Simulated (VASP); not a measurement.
# HgTe (F-43m) in VASP: notebook

HgTe is run at these levels: LDA; tasks: vibrations by perturbation theory.

All numbers are computed with VASP 6.6.1; they aren't measurements. Logs are shortened: lines on timing, memory, paths and dates and some standing lists are left out, and cuts for length are marked.

**1. The cell of the first run**

Symmetry: F-43m, No. 216, cubic system. Conventional cell: a = 6.153 Å, b = 6.153 Å, c = 6.153 Å, α = 90.00°, β = 90.00°, γ = 90.00°. Hg (site symmetry -43m) has 4 Te at 2.66 Å within 3.5 Å. Within 3.5 Å of Te (site symmetry -43m) lie 4 Hg at 2.66 Å.

**2. Vibrations by perturbation theory, LDA**

File INCAR:

```
SYSTEM = HgTe
PREC = Accurate ; ENCUT = 520
EDIFF = 1E-8 ; ISMEAR = -1
SIGMA = 0.15 ; LREAL = .FALSE.
LASPH = .TRUE. ; NELM = 100
ALGO = Normal ; ISIF = 2
LWAVE = .FALSE. ; LCHARG = .FALSE.
IBRION = 8 ; NSW = 1
```

File KPOINTS:

```
regular mesh
0
G
  12 12 12
  0 0 0
```

File POSCAR:

```
HgTe
1.0
    0.0000000000      3.0765893436      3.0765893436
    3.0765893436      0.0000000000      3.0765893436
    3.0765893436      3.0765893436      0.0000000000
Hg Te
1 1
Direct
    0.0000000000      0.0000000000      0.0000000000
    0.7500000000      0.7500000000      0.7500000000
```

Potentials or basis: VASP PAW LDA potentials, release 64 (Hg, Te).

The run is started by

```bash
$ cat potpaw_LDA.64/Hg/POTCAR potpaw_LDA.64/Te/POTCAR > POTCAR
$ mpirun -np 1 vasp_std > vasp.out
```

OUTCAR:

```text
SYSTEM = HgTe
   PREC = Accurate
   ENCUT = 520
   EDIFF = 1E-8
   ISMEAR = -1
   LREAL = .FALSE.
   LASPH = .TRUE.
   NELM = 100
   ISIF = 2
   IBRION = 8
   NSW = 1

 ion  position               nearest neighbor table
   1  0.000  0.000  0.000-   2 2.66   2 2.66   2 2.66   2 2.66
   2  0.750  0.750  0.750-   1 2.66   1 2.66   1 2.66   1 2.66

  LATTYP: Found a face centered cubic cell.
 ALAT       =     6.1531786872

  Lattice vectors:

 A1 = (   0.0000000000,   3.0765893436,   3.0765893436)
 A2 = (   3.0765893436,   0.0000000000,   3.0765893436)
 A3 = (   3.0765893436,   3.0765893436,   0.0000000000)

Analysis of symmetry for initial positions (statically):
=====================================================================
 Subroutine PRICEL returns:
 Original cell was already a primitive cell.

 Routine SETGRP: Setting up the symmetry group for a
 face centered cubic supercell.

 Subroutine GETGRP returns: Found 24 space group operations
 (whereof 24 operations were pure point group operations)
 out of a pool of 48 trial point group operations.

The static configuration has the point symmetry T_d .

Analysis of symmetry for dynamics (positions and initial velocities):
=====================================================================
 Subroutine PRICEL returns:
 Original cell was already a primitive cell.

 Routine SETGRP: Setting up the symmetry group for a
 face centered cubic supercell.

 Subroutine GETGRP returns: Found 24 space group operations
 (whereof 24 operations were pure point group operations)
 out of a pool of 48 trial point group operations.

The dynamic configuration has the point symmetry T_d .

 Subroutine INISYM returns: Found 24 space group operations
 (whereof 24 operations are pure point group operations),
 and found     1 'primitive' translations

----------------------------------------------------------------------------------------

[... 543 lines left out ...]

 VOLUME and BASIS-vectors are now :
 -----------------------------------------------------------------------------
  energy-cutoff  :      520.00
  volume of cell :       58.24
      direct lattice vectors                 reciprocal lattice vectors
     0.000000000  3.076589344  3.076589344    -0.162517627  0.162517627  0.162517627
     3.076589344  0.000000000  3.076589344     0.162517627 -0.162517627  0.162517627
     3.076589344  3.076589344  0.000000000     0.162517627  0.162517627 -0.162517627

 POSITION                                       TOTAL-FORCE (eV/Angst)
 -----------------------------------------------------------------------------------
      0.00000      0.00000      0.00000        -0.000000      0.000000     -0.000000
      4.61488      4.61488      4.61488         0.000000     -0.000000      0.000000
 -----------------------------------------------------------------------------------
    total drift:                                0.000000      0.000000      0.000000

  FREE ENERGIE OF THE ION-ELECTRON SYSTEM (eV)
  ---------------------------------------------------
  free  energy   TOTEN  =        -4.8137084616 eV

  energy  without entropy=       -4.8088216074  energy(sigma->0) =       -4.81126503

[... ionic steps 2 to 3 ...]

--------------------------------------- Ionic step        4  -------------------------------------------

------------------------ aborting loop because EDIFF is reached ----------------------------------------

[... ionic steps 5 to 6 ...]

--------------------------------------- Ionic step        7  -------------------------------------------

 Free energy of the ion-electron system (eV)
  ---------------------------------------------------
  ---------------------------------------------------
  free energy    TOTEN  =        -0.04798716 eV

  energy without entropy =       -0.04798716

------------------------ aborting loop because EDIFF is reached ----------------------------------------

 INTERNAL STRAIN TENSOR  FOR ION    2  DIRECTION 1   (eV/Angst):
 -----------------------------------------------------------------------------
     0.00128  0.00000  0.00000
     0.00000  0.00397 11.90992
     0.00000 11.90992  0.00397

 INTERNAL STRAIN TENSOR FOR ION    2 for displacements in x,y,z  (eV/Angst):
          X           Y           Z          XY          YZ          ZX
  --------------------------------------------------------------------------------
  x     0.00000     0.00000     0.00000     0.00000    11.90992     0.00000
  y    -0.00000    -0.00000    -0.00000     0.00000     0.00000    11.90992
  z     0.00000     0.00000     0.00000    11.90992     0.00000     0.00000

 SECOND DERIVATIVES (NOT SYMMETRIZED)
 ------------------------------------
               1X          1Y          1Z          2X          2Y          2Z
  1X    -7.003810    0.000000    0.000000    7.003810    0.000000    0.000000
  1Y     0.000000   -7.003810    0.000000    0.000000    7.003810    0.000000
  1Z     0.000000    0.000000   -7.003810    0.000000    0.000000    7.003810
  2X     7.004875    0.000000    0.000000   -7.004875    0.000000    0.000000
  2Y     0.000000    7.004875    0.000000    0.000000   -7.004875    0.000000
  2Z     0.000000    0.000000    7.004875    0.000000    0.000000   -7.004875

 Eigenvectors and eigenvalues of the dynamical matrix
 ----------------------------------------------------

   1 f  =    4.685121 THz    29.437482 2PiTHz  156.278807 cm-1    19.376094 meV
             X         Y         Z           dx          dy          dz
      0.000000  0.000000  0.000000     0.000000   -0.623509   -0.000000
      4.614884  4.614884  4.614884    -0.000000    0.781816   -0.000000
[... 21 lines left out ...]
   6 f/i=    0.000174 THz     0.001091 2PiTHz    0.005792 cm-1     0.000718 meV
             X         Y         Z           dx          dy          dz
      0.000000  0.000000  0.000000    -0.019162    0.707913    0.331254
      4.614884  4.614884  4.614884    -0.015282    0.564569    0.264180

--------------------------------------------------------------------------------------------------------

 ELASTIC MODULI CONTR FROM IONIC RELAXATION (kBar)
 Direction    XX          YY          ZZ          XY          YZ          ZX
 --------------------------------------------------------------------------------
 XX          -0.0000     -0.0000     -0.0000     -0.0000     -0.0000      0.0000
 YY          -0.0000     -0.0000     -0.0000     -0.0000     -0.0000      0.0000
 ZZ          -0.0000     -0.0000     -0.0000     -0.0000     -0.0000      0.0000
 XY          -0.0000     -0.0000     -0.0000   -574.7602      0.0000      0.0000
 YZ          -0.0000     -0.0000     -0.0000      0.0000   -574.7602      0.0000
 ZX           0.0000      0.0000      0.0000      0.0000      0.0000   -574.7602
 --------------------------------------------------------------------------------
```

OSZICAR:

```text
N       E                     dE             d eps       ncg     rms          rms(c)
DAV:   1     0.110836354735E+03    0.11084E+03   -0.84200E+03  1880   0.122E+03
DAV:   2    -0.886573713116E+00   -0.11172E+03   -0.10664E+03  2062   0.277E+02
DAV:   3    -0.503997967593E+01   -0.41534E+01   -0.41342E+01  2267   0.556E+01
DAV:   4    -0.508093963814E+01   -0.40960E-01   -0.40951E-01  2598   0.512E+00
[... 40 lines left out ...]
RMM:   9    -0.479871233828E-01    0.11347E-07   -0.60563E-09 12299   0.540E-05    0.117E-05
RMM:  10    -0.479871392152E-01   -0.15832E-07   -0.20490E-08 12404   0.997E-06    0.407E-06
RMM:  11    -0.479871610124E-01   -0.21797E-07    0.64693E-09 11238   0.417E-06    0.221E-06
RMM:  12    -0.479871636675E-01   -0.26551E-08    0.28657E-09  7906   0.153E-06    0.344E-07
 Linear response finished
```

stdout:

```text
POSCAR found type information on POSCAR HgTe
 POSCAR found :  2 types and       2 ions
 scaLAPACK will be used
 LDA part: xc-table for (Slater(with rela. corr.)+CA(PZ))
 , standard interpolation
 POSCAR, INCAR and KPOINTS ok, starting setup
 FFT: planning ... GRIDC
 FFT: planning ... GRID_SOFT
 FFT: planning ... GRID
 WAVECAR not read
 entering main loop
 Linear response reoptimize wavefunctions to high precision
 Linear response DOF=           2
 Linear response progress:
 first order change of Fermi-energy  -0.52754E-04
 force on displaced ion       1 direction 1 :  -7.004  -0.000  -0.000
 Linear response progress:
 first order change of Fermi-energy   0.20085E-03
 force on displaced ion       2 direction 1 :  -7.005   0.000   0.000
 Linear response finished
```

It took 5 min on 1 thread of Intel Xeon Platinum 8259CL at 2.50GHz (Skylake/Cascade Lake), shared host; peak memory 0.56 GiB.

What came out:

- Highest phonon frequency at Γ, LO-TO splitting left out: 156 cm⁻¹

Phonon frequencies in cm⁻¹ (negative: imaginary):
```tsv
q point	frequencies
(0.000, 0.000, 0.000)	0 0 0 156 156 156
```

Caveat: the cell stands under pressure or tension, which shifts response properties; spin-orbit coupling is left out, which moves the levels of the heavy elements.

**3. Vibrations by perturbation theory, LDA**

This run uses another cell than the first one, of 24.10 Å³/atom.

File INCAR:

```
PREC     = Accurate       # precision mode
ENCUT    = 500            # plane-wave cutoff, eV
EDIFF    = 1E-8           # SCF threshold, eV
ISMEAR   = -1             # smearing method
SIGMA    = 0.15           # smearing width, eV
LREAL    = F              # projectors in reciprocal space
LASPH    = T              # aspherical terms in the spheres
NELM     = 120            # most SCF steps
ALGO     = Normal         # electronic algorithm
ISIF     = 2              # what is computed and relaxed
LWAVE    = F              # write WAVECAR
LCHARG   = F              # write CHGCAR
GGA      = CA             # functional
IBRION   = 8              # ionic algorithm
NSW      = 1              # ionic steps
GGA_COMPAT= F
```

File KPOINTS:

```
Automatic mesh
0
Gamma
  12 12 12
```

File POSCAR:

```
HgTe
1.0
    0.0000000000      2.8884907004      2.8884907004
    2.8884907004      0.0000000000      2.8884907004
    2.8884907004      2.8884907004      0.0000000000
Hg Te
1 1
Direct
    0.0000000000      0.0000000000      0.0000000000
    0.7500000000      0.7500000000      0.7500000000
```

Potentials or basis: VASP PAW LDA potentials, release 64 (Hg, Te).

The run is started by

```bash
$ cat potpaw_LDA.64/Hg/POTCAR potpaw_LDA.64/Te/POTCAR > POTCAR
$ mpirun -np 1 vasp_std > vasp.out
```

OUTCAR:

```text
PREC = Accurate
   ENCUT = 500
   EDIFF = 1E-8
   ISMEAR = -1
   LREAL = F
   LASPH = T
   NELM = 120
   ISIF = 2
   GGA = CA
   IBRION = 8
   NSW = 1

 ion  position               nearest neighbor table
   1  0.000  0.000  0.000-   2 2.50   2 2.50   2 2.50   2 2.50
   2  0.750  0.750  0.750-   1 2.50   1 2.50   1 2.50   1 2.50

  LATTYP: Found a face centered cubic cell.
 ALAT       =     5.7769814008

  Lattice vectors:

 A1 = (   0.0000000000,   2.8884907004,   2.8884907004)
 A2 = (   2.8884907004,   0.0000000000,   2.8884907004)
 A3 = (   2.8884907004,   2.8884907004,   0.0000000000)

Analysis of symmetry for initial positions (statically):
=====================================================================
 Subroutine PRICEL returns:
 Original cell was already a primitive cell.

 Routine SETGRP: Setting up the symmetry group for a
 face centered cubic supercell.

 Subroutine GETGRP returns: Found 24 space group operations
 (whereof 24 operations were pure point group operations)
 out of a pool of 48 trial point group operations.

The static configuration has the point symmetry T_d .

Analysis of symmetry for dynamics (positions and initial velocities):
=====================================================================
 Subroutine PRICEL returns:
 Original cell was already a primitive cell.

 Routine SETGRP: Setting up the symmetry group for a
 face centered cubic supercell.

 Subroutine GETGRP returns: Found 24 space group operations
 (whereof 24 operations were pure point group operations)
 out of a pool of 48 trial point group operations.
[... 567 lines left out ...]
 -----------------------------------------------------------------------------------
    total drift:                               -0.000000     -0.000000     -0.000000

  FREE ENERGIE OF THE ION-ELECTRON SYSTEM (eV)
  ---------------------------------------------------
  free  energy   TOTEN  =        -3.5160279615 eV

  energy  without entropy=       -3.5126234794  energy(sigma->0) =       -3.51432572

[... ionic steps 2 to 3 ...]

--------------------------------------- Ionic step        4  -------------------------------------------

------------------------ aborting loop because EDIFF is reached ----------------------------------------

[... ionic steps 5 to 6 ...]

--------------------------------------- Ionic step        7  -------------------------------------------

 Free energy of the ion-electron system (eV)
  ---------------------------------------------------
  ---------------------------------------------------
  free energy    TOTEN  =        -0.04725198 eV

  energy without entropy =       -0.04725198

------------------------ aborting loop because EDIFF is reached ----------------------------------------

 INTERNAL STRAIN TENSOR  FOR ION    2  DIRECTION 1   (eV/Angst):
 -----------------------------------------------------------------------------
    -0.00771  0.00000  0.00000
     0.00000  0.00934 25.89662
     0.00000 25.89662  0.00934

 INTERNAL STRAIN TENSOR FOR ION    2 for displacements in x,y,z  (eV/Angst):
          X           Y           Z          XY          YZ          ZX
  --------------------------------------------------------------------------------
  x     0.00000     0.00000     0.00000     0.00000    25.89662     0.00000
  y     0.00000     0.00000     0.00000     0.00000     0.00000    25.89662
  z     0.00000     0.00000     0.00000    25.89662     0.00000     0.00000

 SECOND DERIVATIVES (NOT SYMMETRIZED)
 ------------------------------------
               1X          1Y          1Z          2X          2Y          2Z
  1X   -13.697179    0.000000    0.000000   13.697179    0.000000    0.000000
  1Y     0.000000  -13.697179    0.000000    0.000000   13.697179    0.000000
  1Z     0.000000    0.000000  -13.697179    0.000000    0.000000   13.697179
  2X    13.701797    0.000000    0.000000  -13.701797    0.000000    0.000000
  2Y     0.000000   13.701797    0.000000    0.000000  -13.701797    0.000000
  2Z     0.000000    0.000000   13.701797    0.000000    0.000000  -13.701797

 Eigenvectors and eigenvalues of the dynamical matrix
 ----------------------------------------------------

   1 f  =    6.552299 THz    41.169311 2PiTHz  218.561180 cm-1    27.098121 meV
             X         Y         Z           dx          dy          dz
      0.000000  0.000000  0.000000    -0.617097    0.088940    0.000000
      4.332736  4.332736  4.332736     0.773849   -0.111532    0.000000
[... 21 lines left out ...]
   6 f/i=    0.000538 THz     0.003383 2PiTHz    0.017957 cm-1     0.002226 meV
             X         Y         Z           dx          dy          dz
      0.000000  0.000000  0.000000    -0.767297    0.150120   -0.000000
      4.332736  4.332736  4.332736    -0.611873    0.119711    0.000000

--------------------------------------------------------------------------------------------------------

 ELASTIC MODULI CONTR FROM IONIC RELAXATION (kBar)
 Direction    XX          YY          ZZ          XY          YZ          ZX
 --------------------------------------------------------------------------------
 XX          -0.0000     -0.0000     -0.0000     -0.0000     -0.0000     -0.0000
 YY          -0.0000     -0.0000     -0.0000     -0.0000     -0.0000     -0.0000
 ZZ          -0.0000     -0.0000     -0.0000     -0.0000     -0.0000     -0.0000
 XY          -0.0000     -0.0000     -0.0000  -1656.3706      0.0000      0.0000
 YZ          -0.0000     -0.0000     -0.0000      0.0000  -1656.3706      0.0000
 ZX          -0.0000     -0.0000     -0.0000      0.0000      0.0000  -1656.3706
 --------------------------------------------------------------------------------
```

stdout:

```text
POSCAR found type information on POSCAR HgTe
 POSCAR found :  2 types and       2 ions
 scaLAPACK will be used
 LDA part: xc-table for (Slater(with rela. corr.)+CA(PZ))
 , standard interpolation
 POSCAR, INCAR and KPOINTS ok, starting setup
 FFT: planning ... GRIDC
 FFT: planning ... GRID_SOFT
 FFT: planning ... GRID
 WAVECAR not read
 entering main loop
 Linear response reoptimize wavefunctions to high precision
 Linear response DOF=           2
 Linear response progress:
 first order change of Fermi-energy  -0.47780E-04
 force on displaced ion       1 direction 1 : -13.697  -0.000  -0.000
 Linear response progress:
 first order change of Fermi-energy   0.17803E-03
 force on displaced ion       2 direction 1 : -13.702  -0.000  -0.000
 Linear response finished
```

Wall time 6.3 min (1 thread of Intel Xeon 6975P-C (Granite Rapids), shared host); peak memory 0.46 GiB.

What came out:

| Item | Value |
| --- | --- |
| Highest phonon frequency at Γ, LO-TO splitting left out | 219 cm⁻¹ |

Phonon frequencies in cm⁻¹ (negative: imaginary):
```tsv
q point	frequencies
(0.000, 0.000, 0.000)	0 0 0 219 219 219
```

Caveat: the cell stands under pressure or tension, which shifts response properties; spin-orbit coupling is left out, which moves the levels of the heavy elements.
